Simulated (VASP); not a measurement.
# Rb (R-3m) in VASP: a series of runs, part 2 of 3

VASP 6.6.1.

### 3 Single point, PBEsol

File INCAR:

```
PREC = Accurate
ENCUT = 520
EDIFF = 1E-6
ISMEAR = -1
SIGMA = 0.1
LREAL = False
LASPH = True
NELM = 60
ALGO = Normal
ISIF = 2
LWAVE = False
LCHARG = False
GGA = PS
NBANDS = 20
```

File KPOINTS:

```
regular mesh
0
Gamma
  3 3 3
```

File POSCAR:

```
Rb
1.0
    2.5376400000      1.4651070000     12.6889020000
   -2.5376400000      1.4651070000     12.6889020000
    0.0000000000     -2.9302140000     12.6889020000
Rb
3
Direct
    0.0000000000      0.0000000000      0.0000000000
    0.7776220000      0.7776220000      0.7776220000
    0.2223780000      0.2223780000      0.2223780000
```

Potentials or basis: VASP PAW PBE potentials, release 64 (Rb_sv).

On the command line:

```sh
> cat potpaw_PBE.64/Rb_sv/POTCAR > POTCAR
> mpirun -np 1 vasp_std > vasp.out
```

OUTCAR:

```text
PREC = Accurate
   ENCUT = 520
   EDIFF = 1E-6
   ISMEAR = -1
   LREAL = False
   LASPH = True
   NELM = 60
   ISIF = 2
   GGA = PS

 ion  position               nearest neighbor table
   1  0.000  0.000  0.000-   2 5.14   3 5.14   2 5.14   2 5.14   3 5.14   3 5.14
   2  0.778  0.778  0.778-   1 5.14   1 5.14   1 5.14   3 5.16   3 5.16   3 5.16
   3  0.222  0.222  0.222-   1 5.14   1 5.14   1 5.14   2 5.16   2 5.16   2 5.16

  LATTYP: Found a trigonal (rhomboedric) cell.
 ALAT       =    13.0228410593
 COS(alpha) =     0.9240586107

  Lattice vectors:

 A1 = (   2.5376400000,   1.4651070000,  12.6889020000)
 A2 = (  -2.5376400000,   1.4651070000,  12.6889020000)
 A3 = (   0.0000000000,  -2.9302140000,  12.6889020000)

Analysis of symmetry for initial positions (statically):
=====================================================================
 Subroutine PRICEL returns:
 Original cell was already a primitive cell.

 Routine SETGRP: Setting up the symmetry group for a
 trigonal (rhombohedral) supercell.

 Subroutine GETGRP returns: Found 12 space group operations
 (whereof 12 operations were pure point group operations)
 out of a pool of 12 trial point group operations.

The static configuration has the point symmetry D_3d.

Analysis of symmetry for dynamics (positions and initial velocities):
=====================================================================
 Subroutine PRICEL returns:
 Original cell was already a primitive cell.

 Routine SETGRP: Setting up the symmetry group for a
 trigonal (rhombohedral) supercell.

 Subroutine GETGRP returns: Found 12 space group operations
 (whereof 12 operations were pure point group operations)
 out of a pool of 12 trial point group operations.

The dynamic configuration has the point symmetry D_3d.

 Subroutine INISYM returns: Found 12 space group operations
 (whereof 12 operations are pure point group operations),
 and found     1 'primitive' translations

----------------------------------------------------------------------------------------

                                     Primitive cell

  volume of cell :     283.0575

  direct lattice vectors                    reciprocal lattice vectors
     2.537640000  1.465107000 12.688902000     0.197033464  0.113757334  0.026269675
    -2.537640000  1.465107000 12.688902000    -0.197033464  0.113757334  0.026269675
     0.000000000 -2.930214000 12.688902000     0.000000000 -0.227514668  0.026269675

  length of vectors
    13.022841059 13.022841059 13.022841013     0.229026228  0.229026228  0.229026243

  position of ions in fractional coordinates (direct lattice)
     0.000000000  0.000000000  0.000000000
     0.777622000  0.777622000  0.777622000
     0.222378000  0.222378000  0.222378000

  ion indices of the primitive-cell ions
   primitive index   ion index
                 1           1
                 2           2
                 3           3

----------------------------------------------------------------------------------------

 KPOINTS: regular mesh

Automatic generation of k-mesh.
 Grid dimensions read from file:
 generate k-points for:    3    3    3

 Generating k-lattice:

  Cartesian coordinates                     Fractional coordinates (reciprocal lattice)
     0.065677821  0.037919111  0.008756558     0.333333333 -0.000000000 -0.000000000
    -0.065677821  0.037919111  0.008756558    -0.000000000  0.333333333 -0.000000000
     0.000000000 -0.075838223  0.008756558    -0.000000000 -0.000000000  0.333333333

  Length of vectors
     0.076342076  0.076342076  0.076342081

  Shift w.r.t. Gamma in fractional coordinates (k-lattice)
     0.000000000  0.000000000  0.000000000

 Subroutine IBZKPT returns following result:
 ===========================================

 Found      6 irreducible k-points:

 Following reciprocal coordinates:
            Coordinates               Weight
  0.000000  0.000000  0.000000      1.000000
  0.333333  0.000000  0.000000      6.000000
  0.333333  0.333333  0.000000      6.000000
 -0.333333  0.333333  0.000000      6.000000
  0.333333  0.333333  0.333333      2.000000
 -0.333333  0.333333  0.333333      6.000000
   k-points           NKPTS =      6   k-points in BZ     NKDIM =      6   number of bands    NBANDS=     20
   number of dos      NEDOS =    301   number of ions     NIONS =      3
   total plane-waves  NPLWV = 941192
   dimension x,y,z NGX =    98 NGY =   98 NGZ =   98
   dimension x,y,z NGXF=   196 NGYF=  196 NGZF=  196
   ions per type =               3
   NGX,Y,Z   is equivalent  to a cutoff of  12.51, 12.51, 12.51 a.u.
   NGXF,Y,Z  is equivalent  to a cutoff of  25.02, 25.02, 25.02 a.u.
 SYSTEM =  unknown system
   PREC   = accura    normal or accurate (medium, high low for compatibility)
   ISTART =      0    job   : 0-new  1-cont  2-samecut
   ICHARG =      2    charge: 1-file 2-atom 10-const
   ISPIN  =      1    spin polarized calculation?
   LNONCOLLINEAR =      F non collinear calculations
   LSORBIT =      F    spin-orbit coupling
   LASPH  =      T    aspherical Exc in radial PAW
   ENCUT  =  520.0 eV  38.22 Ry    6.18 a.u.  24.21 24.21 24.21*2*pi/ulx,y,z
   NELM   =     60;   NELMIN=  2; NELMDL= -5     # of ELM steps
   EDIFF  = 0.1E-05   stopping-criterion for ELM
   LREAL  =      F    real-space projection
   EDIFFG = 0.1E-04   stopping-criterion for IOM
   NSW    =      0    number of steps for IOM
   IBRION =     -1    ionic relax: 0-MD 1-quasi-New 2-CG
   NFREE  =      0    steps in history (QN), initial steepest desc. (CG)
   ISIF   =      2    stress and relaxation
   ISYM   =      2    0-nonsym 1-usesym 2-fastsym
   POTIM  = 0.5000    time-step for ionic-motion
   TEBEG  =    0.0;   TEEND  =   0.0 temperature during run
   PSTRESS=    0.0 pullay stress
   NELECT =      27.0000    total number of electrons
   NUPDOWN=      -1.0000    fix difference up-down
   EMIN   =  10.00;   EMAX   =-10.00  energy-range for DOS
   EFERMI =   0.00;   METHOD = LEGACY
   ISMEAR =    -1;   SIGMA  =   0.10  broadening in eV -4-tet -1-fermi 0-gaus
   EFERMI_NEDOS =   21; number of points for ismear=-14 and -15
   IALGO  =     38    algorithm
   IMIX   =      4    mixing-type and parameters
     AMIX     =   0.40;   BMIX     =  1.00
     AMIX_MAG =   1.60;   BMIX_MAG =  1.00
  volume/ion in A,a.u.               =      94.35       636.72
  Fermi-wavevector in a.u.,A,eV,Ry     =   0.748005  1.413525  7.612617  0.559512
  Thomas-Fermi vector in A             =   1.844192
   LORBIT       =      0    0 simple, 1 ext, 2 COOP (PROOUT), +10 PAW based schemes
   GGA     = PS    functional components
   LHFCALC =     F    Hartree Fock is set to
   AEXX    =    0.0000 exact exchange contribution
   IVDW    =     0    specifies the selected vdW correction
   LEPSILON=     F    determine dielectric tensor
   LRPA    =     F    only Hartree local field effects (RPA)
 non-spin polarized calculation
  energy-cutoff  :      520.00
  volume of cell :      283.06
 maximum number of plane-waves:      7638
 NGX is ok and might be reduce to    98
   NGX = 49   NGY = 49   NGZ = 49

 number of electron      27.0000000 magnetization

 Free energy of the ion-electron system (eV)
  ---------------------------------------------------
  ext. energy  EPLUGINS =         0.00000000
  ---------------------------------------------------
  free energy    TOTEN  =        -3.23525007 eV

  energy without entropy =       -3.16744719  energy(sigma->0) =       -3.20134863

 E-fermi :  -0.2610     XC(G=0):  -5.4312

 val. band max:       -0.2739204697   @ k =   0.3333   0.0000   0.0000
 cond. band min:       0.1270177471   @ k =   0.3333   0.0000   0.0000
 fundamental gap:      0.4009382168
 Fermi energy:        -0.2610194007

 k-point     1 :       0.0000    0.0000    0.0000
  band No.  band energies     occupation
      1     -29.0059      2.00000
      2     -29.0039      2.00000
      3     -29.0036      2.00000
      4     -13.1171      2.00000
      5     -13.1167      2.00000
      6     -13.0641      2.00000
[... 12 lines left out ...]
     19       3.3313      0.00000
     20       3.3815      0.00000
[... 93 lines left out ...]
 k-point     6 :      -0.3333    0.3333    0.3333
  band No.  band energies     occupation
      1     -29.0033      2.00000
      2     -29.0030      2.00000
      3     -29.0019      2.00000
      4     -13.1209      2.00000
      5     -13.1195      2.00000
      6     -13.1126      2.00000
[... 12 lines left out ...]
     19       2.0150      0.00000
     20       2.4146      0.00000

------------------------ aborting loop because EDIFF is reached ----------------------------------------

  FORCE on cell =-STRESS in cart. coord.  units (eV):
  Direction    XX          YY          ZZ          XY          YZ          ZX
  --------------------------------------------------------------------------------------
  -------------------------------------------------------------------------------------
  Total       -0.3628381     -0.3628380     -0.6484539     -0.0000000      0.0000000      0.0000000
  in kB       -2.0537557     -2.0537554     -3.6704137     -0.0000000      0.0000000      0.0000000
  external PRESSURE =      -2.5926416 kB  Pullay stress =       0.0000000 kB

 VOLUME and BASIS-vectors are now :
 -----------------------------------------------------------------------------
  energy-cutoff  :      520.00
  volume of cell :      283.06
      direct lattice vectors                 reciprocal lattice vectors
     2.537640000  1.465107000 12.688902000     0.197033464  0.113757334  0.026269675
    -2.537640000  1.465107000 12.688902000    -0.197033464  0.113757334  0.026269675
     0.000000000 -2.930214000 12.688902000     0.000000000 -0.227514668  0.026269675

 POSITION                                       TOTAL-FORCE (eV/Angst)
 -----------------------------------------------------------------------------------
      0.00000      0.00000      0.00000         0.000000     -0.000000      0.000000
      0.00000      0.00000     29.60151         0.000000     -0.000000      0.002628
      0.00000      0.00000      8.46520         0.000000      0.000000     -0.002628
 -----------------------------------------------------------------------------------
    total drift:                                0.000000     -0.000000      0.000000

  FREE ENERGIE OF THE ION-ELECTRON SYSTEM (eV)
  ---------------------------------------------------
  free  energy   TOTEN  =        -3.2352500691 eV

  energy  without entropy=       -3.1674471920  energy(sigma->0) =       -3.20134863
```

stdout:

```text
POSCAR found type information on POSCAR Rb
 POSCAR found :  1 types and       3 ions
 scaLAPACK will be used
 -----------------------------------------------------------------------------
|                                                                             |
|                                                                             |
|     You enforced a specific xc type in the INCAR file but a different       |
|     I HOPE YOU KNOW WHAT YOU ARE DOING!                                     |
|                                                                             |
 -----------------------------------------------------------------------------

 LDA part: xc-table for (Slater+PW92), standard interpolation
 POSCAR, INCAR and KPOINTS ok, starting setup
 FFT: planning ... GRIDC
 FFT: planning ... GRID_SOFT
 FFT: planning ... GRID
 WAVECAR not read
 entering main loop
```

Run time: 3.2 min. Hardware: 1 thread of Intel Xeon Platinum 8375C at 2.90GHz (Ice Lake), shared host; peak memory 1.4 GiB.

What came out:

```
Free energy : -3.2353 eV
Pressure    : -0.3 GPa
```

Forces in eV/Å, atoms in the order of the input:
```
Rb   0.000  0.000  0.000
Rb   0.000  0.000  0.003
Rb   0.000  0.000 -0.003
```

Stress tensor (GPa, compression positive):
```
-0.21  0.00  0.00
 0.00 -0.21  0.00
 0.00  0.00 -0.37
```

Levels at points of the mesh, in eV from the Fermi level:
| k point | band 11 | band 12 | band 13 | band 14 | band 15 | band 16 | band 17 | band 18 |
| --- | --- | --- | --- | --- | --- | --- | --- | --- |
| (0.00, 0.00, 0.00) | -12.80 | -12.80 | -1.80 | -0.71 | -0.71 | 1.74 | 1.74 | 3.58 |

Caveat: the k points lie up to 0.48 Å⁻¹ apart; the PAW data sets were made with another functional, which shifts forces and pressure a little.

(Part 2 of 3 ends here.)
